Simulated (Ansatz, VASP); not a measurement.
## One calculation of Sb, two programs

```xyz
2
Lattice="4.0685 0.0000 0.0000 -2.0343 3.5234 0.0000 0.0000 0.0000 27.1000" Properties=species:S:1:pos:R:3 pbc="T T T"
Sb    0.0000    2.3489    7.0000
Sb    2.0343    1.1745    8.6500
```

Alike in both runs: functional PBE; dispersion D3(BJ); k mesh 12 × 12 × 1; occupations gaussian, width 0.03 eV; no spin polarisation.

Ansatz relaxed the structure, and its values are those at the end. VASP's run is a single point on that final structure, the one shown.

|  | VASP | Ansatz |
| --- | --- | --- |
| version | VASP 6.6.1 | Ansatz 0.2.0 |
| potentials or method | VASP PAW PBE potentials, release 64 (Sb), cutoff 400 eV | scalar-relativistic, plane waves, PAW |
| valence electrons in the cell | 10 | 30 |

Ansatz gave:

| Quantity | Value |
| --- | --- |
| gap on the k mesh at the Fermi level (eV) | 1.18 |
| least direct gap on the mesh (eV) | 1.67 |
| rms of the force components (eV/Å) | 0.002 |

Problem. What did VASP give for the same quantities?

Solution. gap on the k mesh at the Fermi level (eV): 1.19; least direct gap on the mesh (eV): 1.64; rms of the force components (eV/Å): 0.052.

VASP's potentials hold 10 valence electrons a cell and Ansatz's 30, so a difference there can come from the potentials and not from the codes. Ansatz's warnings: slab cell height set, structure snapped to symmetry.

Neither program's run includes spin-orbit coupling.
